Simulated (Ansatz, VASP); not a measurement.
Two plane-wave programs on HgTe

File INCAR:

```
PREC     = Accurate       # precision mode
ENCUT    = 520            # plane-wave cutoff, eV
EDIFF    = 1E-6           # SCF threshold, eV
ISMEAR   = -1             # smearing method
SIGMA    = 0.05           # smearing width, eV
LREAL    = F              # projectors in reciprocal space
LASPH    = T              # aspherical terms in the spheres
NELM     = 80             # most SCF steps
ALGO     = Normal         # electronic algorithm
ISIF     = 2              # what is computed and relaxed
LWAVE    = F              # write WAVECAR
LCHARG   = F              # write CHGCAR
GGA      = PE             # functional
NBANDS   = 16             # bands
```

The input KPOINTS:

```
Automatic mesh
0
Gamma
  11 11 11
```

File POSCAR:

```
HgTe
1.0
    3.5323836522      0.0000000000      0.0000000000
    0.0000000000      3.5323836522      0.0000000000
    0.0000000000      0.0000000000      3.5323836522
Hg Te
1 1
Direct
    0.0000000000      0.0000000000      0.0000000000
    0.5000000000      0.5000000000      0.5000000000
```

Input for Ansatz:

```yaml
crystal:
  lattice:
    - [3.5323836522, 0.0, 0.0]
    - [0.0, 3.5323836522, 0.0]
    - [0.0, 0.0, 3.5323836522]
  atoms:
    - { symbol: Hg, position: [0.0, 0.0, 0.0] }
    - { symbol: Te, position: [0.5, 0.5, 0.5] }
kpoints:
  mp_grid: { grid: [11, 11, 11] }
scf:
  occupations: { method: fermi_dirac, width: 0.05 }
hamiltonian:
  xc: pbe
  pseudopotentials: { kind: nc }
output:
  forces: true
  stress: true
  eigenvalues: true
```

Change from the starting cell: volume scaled by 0.8, norm-conserving files.

Alike in both runs: task single point; functional PBE; k mesh 11 × 11 × 11; occupations fermi-dirac, width 0.05 eV; no spin polarisation.

|  | VASP | Ansatz |
| --- | --- | --- |
| version | VASP 6.6.1 | Ansatz 0.2.0 |
| potentials or method | VASP PAW PBE potentials, release 64 (Hg, Te) | norm-conserving pseudopotentials, scalar-relativistic |
| plane-wave cutoff (eV) | 520 | 1120 |
| valence electrons in the cell | 18 | 36 |

|  | VASP | Ansatz | Ansatz less VASP |
| --- | --- | --- | --- |
| pressure (GPa) | 18.6 | 18.3 | -0.26 |

VASP's potentials hold 18 valence electrons a cell and Ansatz's 36, so a difference there can come from the potentials and not from the codes.

Neither program's run includes spin-orbit coupling.
